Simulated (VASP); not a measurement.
# TaH5 (P6/mmm) in VASP: further runs

TaH5 is run at these levels: PBE; tasks: relaxation of cell and atoms.

Everything below comes from runs of VASP 6.6.1. Logs are shortened: lines on timing, memory, paths and dates and some standing lists are left out, and cuts for length are marked.

## Step 1: The cell of the first run

Symmetry: P6/mmm, No. 191, hexagonal system. Conventional cell: a = 4.351 Å, b = 4.351 Å, c = 3.634 Å, α = 90.00°, β = 90.00°, γ = 120.00°. Ta (site symmetry 6/mmm) has 18 H at 2.51 to 2.83 Å within 3.3 Å. H (site symmetry -6m2) has 9 H at 2.21 to 2.51 Å and 3 Ta at 2.51 Å within 2.9 Å. H (site symmetry mmm) has 8 H at 2.18 to 2.21 Å and 4 Ta at 2.83 Å within 2.9 Å.

## Step 2: Relaxation of cell and atoms, PBE

Input file INCAR:

```
ALGO = Normal
EDIFF = 1E-7
EDIFFG = -0.04
ENCUT = 600
GGA = PE
IBRION = 2
ISIF = 3
ISMEAR = 0
LASPH = T
LCHARG = F
LREAL = F
LWAVE = F
NELM = 60
NSW = 90
PREC = Accurate
SIGMA = 0.1
```

Input file KPOINTS:

```
k-points
0
Gamma
  6 6 6
```

Input file POSCAR:

```
TaH5
1.0
    4.3512058000      0.0000000000      0.0000000000
   -2.1756029000      3.7682547600      0.0000000000
    0.0000000000      0.0000000000      3.6343264300
Ta H
1 5
Direct
    0.0000000000      0.0000000000      0.0000000000
    0.3333333300      0.6666666700      0.0000000000
    0.6666666700      0.3333333300      0.0000000000
    0.5000000000      0.0000000000      0.5000000000
    0.5000000000      0.5000000000      0.5000000000
    0.0000000000      0.5000000000      0.5000000000
```

Potentials or basis: VASP PAW PBE potentials, release 64 (Ta_pv, H).

Run with:

```console
$ cat potpaw_PBE.64/Ta_pv/POTCAR potpaw_PBE.64/H/POTCAR > POTCAR
$ mpirun -np 1 vasp_std > vasp.out
```

OUTCAR:

```text
EDIFF = 1E-7
   EDIFFG = -0.04
   ENCUT = 600
   GGA = PE
   IBRION = 2
   ISIF = 3
   ISMEAR = 0
   LASPH = T
   LREAL = F
   NELM = 60
   NSW = 90
   PREC = Accurate

 ion  position               nearest neighbor table
   1  0.000  0.000  0.000-
   2  0.333  0.667  0.000-
   3  0.667  0.333  0.000-
   4  0.500  0.000  0.500-
   5  0.500  0.500  0.500-
   6  0.000  0.500  0.500-

  LATTYP: Found a hexagonal cell.
 ALAT       =     4.3512058000
 C/A-ratio  =     0.8352458139

  Lattice vectors:

 A1 = (   4.3512058000,   0.0000000000,   0.0000000000)
 A2 = (  -2.1756029000,   3.7682547600,   0.0000000000)
 A3 = (   0.0000000000,   0.0000000000,   3.6343264300)

Analysis of symmetry for initial positions (statically):
=====================================================================
 Subroutine PRICEL returns:
 Original cell was already a primitive cell.

 Routine SETGRP: Setting up the symmetry group for a
 hexagonal supercell.

 Subroutine GETGRP returns: Found 24 space group operations
 (whereof 24 operations were pure point group operations)
 out of a pool of 24 trial point group operations.

The static configuration has the point symmetry D_6h.

Analysis of symmetry for dynamics (positions and initial velocities):
=====================================================================
 Subroutine PRICEL returns:
 Original cell was already a primitive cell.

 Routine SETGRP: Setting up the symmetry group for a
 hexagonal supercell.

 Subroutine GETGRP returns: Found 24 space group operations
 (whereof 24 operations were pure point group operations)
 out of a pool of 24 trial point group operations.

The dynamic configuration has the point symmetry D_6h.

 Subroutine INISYM returns: Found 24 space group operations
 (whereof 24 operations are pure point group operations),
 and found     1 'primitive' translations

----------------------------------------------------------------------------------------

                                     Primitive cell

  volume of cell :      59.5901

  direct lattice vectors                    reciprocal lattice vectors
     4.351205800  0.000000000  0.000000000     0.229821352  0.132687419  0.000000000
    -2.175602900  3.768254760  0.000000000     0.000000000  0.265374839  0.000000000
     0.000000000  0.000000000  3.634326430     0.000000000  0.000000000  0.275154150

  length of vectors
     4.351205800  4.351205800  3.634326430     0.265374839  0.265374839  0.275154150

  position of ions in fractional coordinates (direct lattice)
     0.000000000  0.000000000  0.000000000
     0.333333330  0.666666670  0.000000000
     0.666666670  0.333333330  0.000000000
     0.500000000  0.000000000  0.500000000
     0.500000000  0.500000000  0.500000000
     1.000000000  0.500000000  0.500000000

  ion indices of the primitive-cell ions
   primitive index   ion index
                 1           1
                 2           2
                 3           3
                 4           4
                 5           5
                 6           6

----------------------------------------------------------------------------------------

 KPOINTS: k-points

Automatic generation of k-mesh.
 Grid dimensions read from file:
 generate k-points for:    6    6    6

 Generating k-lattice:

  Cartesian coordinates                     Fractional coordinates (reciprocal lattice)
     0.038303559  0.022114570  0.000000000     0.166666667  0.000000000  0.000000000
     0.000000000  0.044229140  0.000000000     0.000000000  0.166666667  0.000000000
     0.000000000  0.000000000  0.045859025     0.000000000  0.000000000  0.166666667

  Length of vectors
     0.044229140  0.044229140  0.045859025

  Shift w.r.t. Gamma in fractional coordinates (k-lattice)
     0.000000000  0.000000000  0.000000000

 Subroutine IBZKPT returns following result:
 ===========================================

 Found     28 irreducible k-points:

 Following reciprocal coordinates:
            Coordinates               Weight
  0.000000  0.000000  0.000000      1.000000
  0.166667  0.000000  0.000000      6.000000
  0.333333  0.000000  0.000000      6.000000
  0.500000  0.000000  0.000000      3.000000
  0.166667  0.166667  0.000000      6.000000
  0.333333  0.166667  0.000000     12.000000
[... 16 lines left out ...]
  0.166667  0.000000  0.500000      6.000000
  0.333333  0.000000  0.500000      6.000000
 [... further k-points ...]
   k-points           NKPTS =     28   k-points in BZ     NKDIM =     28   number of bands    NBANDS=     12
   number of dos      NEDOS =    301   number of ions     NIONS =      6
   total plane-waves  NPLWV =  38880
   dimension x,y,z NGX =    36 NGY =   36 NGZ =   30
   dimension x,y,z NGXF=    72 NGYF=   72 NGZF=   60
   ions per type =               1   5
   NGX,Y,Z   is equivalent  to a cutoff of  13.75, 13.75, 13.72 a.u.
   NGXF,Y,Z  is equivalent  to a cutoff of  27.51, 27.51, 27.45 a.u.
 SYSTEM =  unknown system
   PREC   = accura    normal or accurate (medium, high low for compatibility)
   ISTART =      0    job   : 0-new  1-cont  2-samecut
   ICHARG =      2    charge: 1-file 2-atom 10-const
   ISPIN  =      1    spin polarized calculation?
   LNONCOLLINEAR =      F non collinear calculations
   LSORBIT =      F    spin-orbit coupling
   LASPH  =      T    aspherical Exc in radial PAW
   ENCUT  =  600.0 eV  44.10 Ry    6.64 a.u.   8.69  8.69  7.26*2*pi/ulx,y,z
   NELM   =     60;   NELMIN=  2; NELMDL= -5     # of ELM steps
   EDIFF  = 0.1E-06   stopping-criterion for ELM
   LREAL  =      F    real-space projection
   EDIFFG = -.4E-01   stopping-criterion for IOM
   NSW    =     90    number of steps for IOM
   IBRION =      2    ionic relax: 0-MD 1-quasi-New 2-CG
   NFREE  =      1    steps in history (QN), initial steepest desc. (CG)
   ISIF   =      3    stress and relaxation
   ISYM   =      2    0-nonsym 1-usesym 2-fastsym
   POTIM  = 0.5000    time-step for ionic-motion
   TEBEG  =    0.0;   TEEND  =   0.0 temperature during run
   PSTRESS=    0.0 pullay stress
   NELECT =      16.0000    total number of electrons
   NUPDOWN=      -1.0000    fix difference up-down
   EMIN   =  10.00;   EMAX   =-10.00  energy-range for DOS
   EFERMI =   0.00;   METHOD = LEGACY
   ISMEAR =     0;   SIGMA  =   0.10  broadening in eV -4-tet -1-fermi 0-gaus
   EFERMI_NEDOS =   21; number of points for ismear=-14 and -15
   IALGO  =     38    algorithm
   IMIX   =      4    mixing-type and parameters
     AMIX     =   0.40;   BMIX     =  1.00
     AMIX_MAG =   1.60;   BMIX_MAG =  1.00
  volume/ion in A,a.u.               =       9.93        67.02
  Fermi-wavevector in a.u.,A,eV,Ry     =   1.056145  1.995825 15.176514  1.115442
  Thomas-Fermi vector in A             =   2.191370
   LORBIT       =      0    0 simple, 1 ext, 2 COOP (PROOUT), +10 PAW based schemes
   GGA     = PE    functional components
   LHFCALC =     F    Hartree Fock is set to
   AEXX    =    0.0000 exact exchange contribution
   IVDW    =     0    specifies the selected vdW correction
   LEPSILON=     F    determine dielectric tensor
   LRPA    =     F    only Hartree local field effects (RPA)
 conjugate gradient relaxation of ions
 non-spin polarized calculation
 Gauss-broadening in eV      SIGMA  =   0.10
  energy-cutoff  :      600.00
  volume of cell :       59.59
 maximum number of plane-waves:      2007
 NGX is ok and might be reduce to    36
   NGX = 17   NGY = 17   NGZ = 15

--------------------------------------- Ionic step        1  -------------------------------------------

 number of electron      16.0000000 magnetization

 Free energy of the ion-electron system (eV)
  ---------------------------------------------------
  ext. energy  EPLUGINS =         0.00000000
  ---------------------------------------------------
  free energy    TOTEN  =       -20.71781353 eV

  energy without entropy =      -20.70959859  energy(sigma->0) =      -20.71370606

 E-fermi :   0.8091     XC(G=0):  -9.4388

 val. band max:        0.7588532329   @ k =   0.0000   0.0000   0.3333
 cond. band min:       0.8409182725   @ k =   0.3333   0.3333   0.5000
 fundamental gap:      0.0820650395
 Fermi energy:         0.8090700196

 k-point     1 :       0.0000    0.0000    0.0000
  band No.  band energies     occupation
      1     -35.5014      2.00000
      2     -35.5014      2.00000
      3     -35.3359      2.00000
      4      -7.7108      2.00000
      5      -1.6153      2.00000
      6      -1.0081      2.00000
      7      -1.0081      2.00000
      8       0.1243      2.00000
      9       1.7819      0.00000
     10       1.7819      0.00000
     11       2.8568      0.00000
     12       3.6593      0.00000
[... 1196 lines left out ...]
  FREE ENERGIE OF THE ION-ELECTRON SYSTEM (eV)
  ---------------------------------------------------
  free  energy   TOTEN  =       -13.9641035594 eV

  energy  without entropy=      -13.9623033613  energy(sigma->0) =      -13.96320346

[... ionic steps 4 to 8 ...]

--------------------------------------- Ionic step        9  -------------------------------------------

 number of electron      16.0000000 magnetization

------------------------ aborting loop because EDIFF is reached ----------------------------------------

  FORCE on cell =-STRESS in cart. coord.  units (eV):
  Direction    XX          YY          ZZ          XY          YZ          ZX
  --------------------------------------------------------------------------------------
  -------------------------------------------------------------------------------------
  Total        0.1127240      0.1127240     -0.4499716      0.0000000      0.0000000      0.0000000
  in kB        5.9154044      5.9154044    -23.6131179      0.0000000      0.0000000      0.0000000
  external PRESSURE =      -3.9274364 kB  Pullay stress =       0.0000000 kB
[... 65 lines left out ...]
  energy  without entropy=      -26.1040725342  energy(sigma->0) =      -26.10600920

--------------------------------------- Ionic step       11  -------------------------------------------

 number of electron      16.0000000 magnetization

 Free energy of the ion-electron system (eV)
  ---------------------------------------------------
  ext. energy  EPLUGINS =         0.00000000
  ---------------------------------------------------
  free energy    TOTEN  =       -26.10923673 eV

  energy without entropy =      -26.10520244  energy(sigma->0) =      -26.10721958

 E-fermi :   5.6019     XC(G=0): -12.2133

 val. band max:        5.5896261601   @ k =   0.3333   0.3333   0.1667
 cond. band min:       5.8299989385   @ k =   0.3333   0.3333   0.0000
 fundamental gap:      0.2403727783
 Fermi energy:         5.6019443928

 k-point     1 :       0.0000    0.0000    0.0000
  band No.  band energies     occupation
      1     -29.7482      2.00000
      2     -29.7482      2.00000
      3     -29.3224      2.00000
      4      -8.5274      2.00000
      5       0.4942      2.00000
      6       1.8748      2.00000
      7       1.8748      2.00000
      8       3.9239      2.00000
      9       8.3599      0.00000
     10       8.3599      0.00000
     11      10.5147      0.00000
     12      12.1338      0.00000
[... 378 lines left out ...]
  FREE ENERGIE OF THE ION-ELECTRON SYSTEM (eV)
  ---------------------------------------------------
  free  energy   TOTEN  =       -26.1092367261 eV

  energy  without entropy=      -26.1052024369  energy(sigma->0) =      -26.10721958

 reached required accuracy - stopping structural energy minimisation
```

Wall time 6.3 min (1 thread of Intel Xeon Platinum 8259CL at 2.50GHz (Skylake/Cascade Lake), shared host); peak memory 0.22 GiB.

Results:

- Free energy: -26.1092 eV
- Relaxed volume: 5.08 Å³/atom
- Relaxed cell: a = 3.454 Å, b = 3.454 Å, c = 2.952 Å, α = 90.00°, β = 90.00°, γ = 120.00°
- Space group after relaxing (to 0.05 Å): P6/mmm (No. 191)
- Energy gained by relaxing: 898.6 meV/atom
- Ionic steps: 11
- Pressure after relaxing: -0.3 GPa
- Band gap on the k mesh: zero (band 8 reaches 6.87 eV, above the bottom of band 9 at 4.86 eV)

The path:
| step | energy change (eV) | largest force (eV/Å) | pressure (GPa) | volume (Å³) |
| --- | --- | --- | --- | --- |
| 1 | 0.0000 | 0.0000 | -34.00 | 59.59 |
| 2 | -3.6149 | 0.0000 | -33.61 | 43.19 |
| 3 | 6.7537 | 0.0000 | 444.11 | 15.77 |
| 4 | -4.7428 | 0.0000 | -25.55 | 37.18 |
| 5 | -5.2665 | 0.0000 | 15.05 | 28.49 |
| 6 | -5.3625 | 0.0000 | -3.58 | 31.07 |
| 7 | -5.3829 | 0.0000 | -0.30 | 30.55 |
| 8 | -5.3787 | 0.0000 | 2.64 | 30.10 |
| 9 | -5.3897 | 0.0000 | -0.39 | 30.53 |
| 10 | -5.3901 | 0.0000 | -1.07 | 30.64 |
| 11 | -5.3914 | 0.0000 | -0.28 | 30.50 |

Final structure:
```
CELL_PARAMETERS angstrom
3.45379 0.00000 0.00000
-1.72689 2.99107 0.00000
0.00000 0.00000 2.95196
ATOMIC_POSITIONS crystal
Ta 0.00000 0.00000 0.00000
H 0.33333 0.66667 0.00000
H 0.66667 0.33333 0.00000
H 0.50000 0.00000 0.50000
H 0.50000 0.50000 0.50000
H 0.00000 0.50000 0.50000
```

Caveat: the volume moved by over 15 % at a fixed basis, so the end points are rough; spin-orbit coupling is left out, which moves the levels of the heavy elements.

(Continued in part 2 of 2.)
